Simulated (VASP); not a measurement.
# Al11Ga5P16 (P1) in VASP: single point with PBEsol

Aim: the single point of Al11Ga5P16 with PBEsol.

Everything below comes from runs of VASP 6.6.1. Logs are shortened: lines on timing, memory, paths and dates and some standing lists are left out, and cuts for length are marked.

## (1) The cell of the first run

The typed cell holds 64 atoms: a = 10.924 Å, b = 10.924 Å, c = 10.924 Å, α = 90.00°, β = 90.00°, γ = 90.00°.

## (2) Single point, PBEsol

INCAR reads:

```
ALGO     = Normal         # electronic algorithm
EDIFF    = 1E-6           # SCF threshold, eV
ENCUT    = 520            # plane-wave cutoff, eV
GGA      = PS             # functional
ISIF     = 2              # what is computed and relaxed
ISMEAR   = -1             # smearing method
ISYM     = 0            
LASPH    = T              # aspherical terms in the spheres
LCHARG   = F              # write CHGCAR
LREAL    = Auto         
LWAVE    = F              # write WAVECAR
NBANDS   = 216            # bands
NELM     = 80             # most SCF steps
PREC     = Accurate       # precision mode
SIGMA    = 0.05           # smearing width, eV
```

KPOINTS reads:

```
Automatic mesh
0
Gamma
  1 1 1
  0.25 0.25 0.25
```

POSCAR reads:

```
Al11Ga5P16
1.0
   10.9236658319      0.0000000000      0.0000000000
    0.0000000000     10.9236658319      0.0000000000
    0.0000000000      0.0000000000     10.9236658319
Ga Al P
10 22 32
Direct
    0.9993570000      0.9997320000      0.0001690000
    0.5003460000      0.4994040000      0.9998990000
    0.2499970000      0.7499220000      0.4999730000
    0.7496060000      0.2495070000      0.0003210000
    0.7502670000      0.0000390000      0.2493160000
    0.7500430000      0.9998680000      0.7504850000
    0.7500980000      0.4998330000      0.2495290000
    0.9999660000      0.7502960000      0.2498270000
    0.5010160000      0.2501040000      0.2493280000
    0.4999000000      0.7496730000      0.7498950000
    0.9992650000      0.9991670000      0.4997590000
    0.9991840000      0.4997620000      0.9996460000
    0.0000080000      0.4998230000      0.4991900000
    0.4997110000      0.9995960000      0.9994350000
    0.5001620000      0.9992250000      0.4993630000
    0.4992160000      0.4997350000      0.4992950000
    0.2500190000      0.2496090000      0.9995080000
    0.2500010000      0.2492570000      0.4992320000
    0.2494080000      0.7494330000      0.9992960000
    0.7496630000      0.2493520000      0.4996110000
    0.7497370000      0.7495140000      0.9995780000
    0.7492310000      0.7494890000      0.4995100000
    0.2499830000      0.9995010000      0.2493770000
    0.2494010000      0.9989810000      0.7496310000
    0.2497550000      0.4997610000      0.2494050000
    0.2501000000      0.4996800000      0.7491890000
    0.7490320000      0.4993260000      0.7499770000
    0.9993720000      0.2494970000      0.2494380000
    0.9997310000      0.2494040000      0.7496860000
    0.9992700000      0.7498640000      0.7494070000
    0.4999260000      0.2492710000      0.7498770000
    0.4996070000      0.7494360000      0.2495920000
    0.1246760000      0.1246760000      0.1246180000
    0.1249050000      0.1243830000      0.6244760000
    0.1242380000      0.6248180000      0.1247330000
    0.1249360000      0.6251770000      0.6243760000
    0.6249630000      0.1243060000      0.1245540000
    0.6251100000      0.1242220000      0.6250350000
    0.6248380000      0.6242270000      0.1248680000
    0.6241820000      0.6244520000      0.6247000000
    0.3753470000      0.3745440000      0.1245710000
    0.3750740000      0.3742420000      0.6244520000
    0.3749110000      0.8743460000      0.1243150000
    0.3750280000      0.8742520000      0.6247980000
    0.8742510000      0.3746860000      0.1246760000
    0.8747700000      0.3749490000      0.6247300000
    0.8746760000      0.8747430000      0.1248270000
    0.8739440000      0.8747710000      0.6248620000
    0.3755790000      0.1249170000      0.3740210000
    0.3746920000      0.1244460000      0.8745270000
    0.3742740000      0.6250450000      0.3748160000
    0.3753080000      0.6243040000      0.8746880000
    0.8747510000      0.1245290000      0.3745810000
    0.8744890000      0.1245680000      0.8754220000
    0.8750110000      0.6250590000      0.3741730000
    0.8745880000      0.6246580000      0.8744930000
    0.1249990000      0.3745330000      0.3744750000
    0.1248870000      0.3749910000      0.8748800000
    0.1250720000      0.8745520000      0.3750040000
    0.1239890000      0.8747270000      0.8749350000
    0.6251920000      0.3751120000      0.3743670000
    0.6246380000      0.3740530000      0.8753460000
    0.6252700000      0.8747960000      0.3737810000
    0.6248790000      0.8747620000      0.8744430000
```

Potentials or basis: VASP PAW PBE potentials, release 64 (Ga_d, Al, P).

The run is started by

```bash
cat potpaw_PBE.64/Ga_d/POTCAR potpaw_PBE.64/Al/POTCAR potpaw_PBE.64/P/POTCAR > POTCAR
mpirun -np 1 vasp_std > vasp.out
```

OUTCAR:

```text
EDIFF = 1E-6
   ENCUT = 520
   GGA = PS
   ISIF = 2
   ISMEAR = -1
   ISYM = 0
   LASPH = T
   LREAL = Auto
   NELM = 80
   PREC = Accurate

 ion  position               nearest neighbor table
   1  0.999  1.000  0.000-  47 2.36  54 2.36  33 2.36  60 2.36
   2  0.500  0.499  1.000-  62 2.36  39 2.36  41 2.36  52 2.37
   3  0.250  0.750  0.500-  44 2.36  36 2.36  51 2.36  59 2.36
   4  0.750  0.250  0.000-  37 2.36  45 2.36  62 2.36  54 2.36
   5  0.750  0.000  0.249-  47 2.36  53 2.36  37 2.36  63 2.36
   6  0.750  1.000  0.750-  54 2.36  64 2.36  48 2.36  38 2.36
[... 56 lines left out ...]
  63  0.625  0.875  0.374-   5 2.36  22 2.37  15 2.37  32 2.37
  64  0.625  0.875  0.874-   6 2.36  10 2.36  14 2.37  21 2.37

IMPORTANT INFORMATION: All symmetrisations will be switched off!
NOSYMM: (Re-)initialisation of all symmetry stuff for point group C_1.

----------------------------------------------------------------------------------------

                                     Primitive cell

  volume of cell :    1303.4825

  direct lattice vectors                    reciprocal lattice vectors
    10.923665832  0.000000000  0.000000000     0.091544360  0.000000000  0.000000000
     0.000000000 10.923665832  0.000000000     0.000000000  0.091544360  0.000000000
     0.000000000  0.000000000 10.923665832     0.000000000  0.000000000  0.091544360

  length of vectors
    10.923665832 10.923665832 10.923665832     0.091544360  0.091544360  0.091544360

  position of ions in fractional coordinates (direct lattice)
     0.999357000  0.999732000  0.000169000
     0.500346000  0.499404000  0.999899000
     0.249997000  0.749922000  0.499973000
     0.749606000  0.249507000  0.000321000
     0.750267000  0.000039000  0.249316000
     0.750043000  0.999868000  0.750485000
[... 56 lines left out ...]
     0.625270000  0.874796000  0.373781000
     0.624879000  0.874762000  0.874443000

  ion indices of the primitive-cell ions
   primitive index   ion index
                 1           1
                 2           2
                 3           3
                 4           4
                 5           5
                 6           6
[... 56 lines left out ...]
                63          63
                64          64

----------------------------------------------------------------------------------------

 KPOINTS: Automatic mesh

Automatic generation of k-mesh.
 Grid dimensions read from file:
 generate k-points for:    1    1    1
[... 46 lines left out ...]
   NSW    =      0    number of steps for IOM
   IBRION =     -1    ionic relax: 0-MD 1-quasi-New 2-CG
   NFREE  =      0    steps in history (QN), initial steepest desc. (CG)
   ISIF   =      2    stress and relaxation
   ISYM   =      0    0-nonsym 1-usesym 2-fastsym
   POTIM  = 0.5000    time-step for ionic-motion
   TEBEG  =    0.0;   TEEND  =   0.0 temperature during run
   PSTRESS=    0.0 pullay stress
   NELECT =     356.0000    total number of electrons
   NUPDOWN=      -1.0000    fix difference up-down
   EMIN   =  10.00;   EMAX   =-10.00  energy-range for DOS
   EFERMI =   0.00;   METHOD = LEGACY
   ISMEAR =    -1;   SIGMA  =   0.05  broadening in eV -4-tet -1-fermi 0-gaus
   EFERMI_NEDOS =   21; number of points for ismear=-14 and -15
   IALGO  =     38    algorithm
   IMIX   =      4    mixing-type and parameters
     AMIX     =   0.40;   BMIX     =  1.00
     AMIX_MAG =   1.60;   BMIX_MAG =  1.00
  volume/ion in A,a.u.               =      20.37       137.44
  Fermi-wavevector in a.u.,A,eV,Ry     =   1.062160  2.007191 15.349860  1.128183
  Thomas-Fermi vector in A             =   2.197601
   LORBIT       =      0    0 simple, 1 ext, 2 COOP (PROOUT), +10 PAW based schemes
   GGA     = PS    functional components
   LHFCALC =     F    Hartree Fock is set to
   AEXX    =    0.0000 exact exchange contribution
   IVDW    =     0    specifies the selected vdW correction
   LEPSILON=     F    determine dielectric tensor
   LRPA    =     F    only Hartree local field effects (RPA)
 non-spin polarized calculation
  energy-cutoff  :      520.00
  volume of cell :     1303.48
 maximum number of plane-waves:     35093
 NGX is ok and might be reduce to    84
   NGX = 41   NGY = 41   NGZ = 41

 number of electron     355.9999945 magnetization

 Free energy of the ion-electron system (eV)
  ---------------------------------------------------
  ext. energy  EPLUGINS =         0.00000000
  ---------------------------------------------------
  free energy    TOTEN  =      -340.96698648 eV

  energy without entropy =     -340.96698647  energy(sigma->0) =     -340.96698647

 E-fermi :   5.3592     XC(G=0):  -9.5589

 val. band max:        4.3529546790   @ k =   0.2500   0.2500   0.2500
 cond. band min:       6.3635810852   @ k =  -0.2500  -0.2500   0.2500
 fundamental gap:      2.0106264062
 Fermi energy:         5.3592039871

 k-point     1 :       0.2500    0.2500    0.2500
  band No.  band energies     occupation
      1      -9.7848      2.00000
      2      -9.7802      2.00000
      3      -9.7711      2.00000
      4      -9.7628      2.00000
      5      -9.7601      2.00000
      6      -9.7593      2.00000
[... 761 lines left out ...]
    189       7.3806      0.00000
    190       7.4644      0.00000
 [bands above 190 left out]

------------------------ aborting loop because EDIFF is reached ----------------------------------------

  FORCE on cell =-STRESS in cart. coord.  units (eV):
  Direction    XX          YY          ZZ          XY          YZ          ZX
  --------------------------------------------------------------------------------------
  -------------------------------------------------------------------------------------
  Total        0.0388896      0.0311787      0.0272820     -0.0986710     -0.1117159     -0.1402616
  in kB        0.0478012      0.0383233      0.0335338     -0.1212816     -0.1373157     -0.1724027
  external PRESSURE =       0.0398861 kB  Pullay stress =       0.0000000 kB

 VOLUME and BASIS-vectors are now :
 -----------------------------------------------------------------------------
  energy-cutoff  :      520.00
  volume of cell :     1303.48
      direct lattice vectors                 reciprocal lattice vectors
    10.923665832  0.000000000  0.000000000     0.091544360  0.000000000  0.000000000
     0.000000000 10.923665832  0.000000000     0.000000000  0.091544360  0.000000000
     0.000000000  0.000000000 10.923665832     0.000000000  0.000000000  0.091544360

 POSITION                                       TOTAL-FORCE (eV/Angst)
 -----------------------------------------------------------------------------------
     10.91664     10.92074      0.00185        -0.008262     -0.002608      0.001864
      5.46561      5.45532     10.92256        -0.009979     -0.003058     -0.000355
      2.73088      8.19190      5.46154        -0.008863     -0.006833     -0.013870
      8.18845      2.72553      0.00351        -0.009583     -0.006270      0.002232
      8.19567      0.00043      2.72344        -0.006889      0.001936     -0.003189
      8.19322     10.92222      8.19805        -0.012759     -0.009490     -0.014515
[... 56 lines left out ...]
      6.83024      9.55598      4.08306        -0.007518     -0.004263      0.005535
      6.82597      9.55561      9.55212        -0.003127     -0.004773     -0.010174
 -----------------------------------------------------------------------------------
    total drift:                               -0.004165     -0.020089     -0.026013

  FREE ENERGIE OF THE ION-ELECTRON SYSTEM (eV)
  ---------------------------------------------------
  free  energy   TOTEN  =      -340.9669864808 eV

  energy  without entropy=     -340.9669864659  energy(sigma->0) =     -340.96698647
```

Run time: 59 min. Hardware: 1 thread of Oxide Virtual Turin-like, shared host; peak memory 1.5 GiB.

Results:

| Item | Value |
| --- | --- |
| Free energy | -340.9670 eV |
| Pressure | 0.0 GPa |
| Largest force | 0.043 eV/Å |
| Band gap on the k mesh | 2.01 eV |

Forces on the atoms (eV/Å):
```
Ga  -0.008 -0.003  0.002
Ga  -0.010 -0.003  0.000
Ga  -0.009 -0.007 -0.014
Ga  -0.010 -0.006  0.002
Ga  -0.007  0.002 -0.003
Ga  -0.013 -0.009 -0.015
Ga  -0.009 -0.005 -0.010
Ga  -0.005 -0.001 -0.006
Ga  -0.008 -0.005 -0.018
Ga  -0.005 -0.013 -0.003
Al   0.012  0.011  0.006
Al   0.007  0.003  0.016
Al   0.003  0.012  0.008
Al   0.003  0.000 -0.001
Al   0.013  0.017  0.000
Al   0.015  0.006  0.000
Al  -0.002  0.001  0.015
Al   0.017  0.013  0.005
Al   0.020  0.007  0.020
Al   0.011  0.020  0.003
Al  -0.007 -0.006  0.009
Al   0.014  0.020 -0.002
Al   0.007  0.004  0.010
Al   0.015  0.020  0.025
Al   0.013  0.013  0.009
Al   0.005  0.007  0.007
Al   0.019  0.019  0.014
Al   0.006  0.017  0.008
Al   0.007  0.015  0.025
Al   0.015  0.009  0.009
Al   0.004  0.007  0.000
Al   0.016  0.006  0.008
P   -0.019 -0.016 -0.026
P   -0.021 -0.020 -0.016
P   -0.003 -0.002  0.001
P    0.004  0.004 -0.002
P    0.026  0.029  0.019
P   -0.001 -0.008  0.007
P   -0.001 -0.007 -0.011
P   -0.002  0.008  0.006
P    0.014  0.008  0.008
P   -0.013 -0.010 -0.002
P   -0.019 -0.009 -0.010
P   -0.010 -0.017 -0.010
P   -0.002 -0.011 -0.004
P   -0.021 -0.022 -0.024
P    0.024  0.017  0.012
P    0.006  0.003  0.003
P   -0.003 -0.003  0.007
P   -0.012 -0.019 -0.014
P   -0.007  0.000 -0.002
P    0.015  0.010  0.007
P   -0.015 -0.023 -0.019
P    0.005  0.003  0.003
P   -0.014 -0.013 -0.004
P   -0.015 -0.014 -0.016
P   -0.018 -0.021 -0.018
P   -0.014 -0.015 -0.015
P   -0.002 -0.019  0.001
P   -0.004  0.003 -0.006
P   -0.005 -0.004 -0.002
P    0.010  0.005  0.005
P   -0.008 -0.004  0.006
P   -0.003 -0.005 -0.010
```

Caveat: the PAW data sets were made with another functional, which shifts forces and pressure a little; a shifted mesh leaves out Γ, where band edges can lie. A k mesh can miss the band edges.
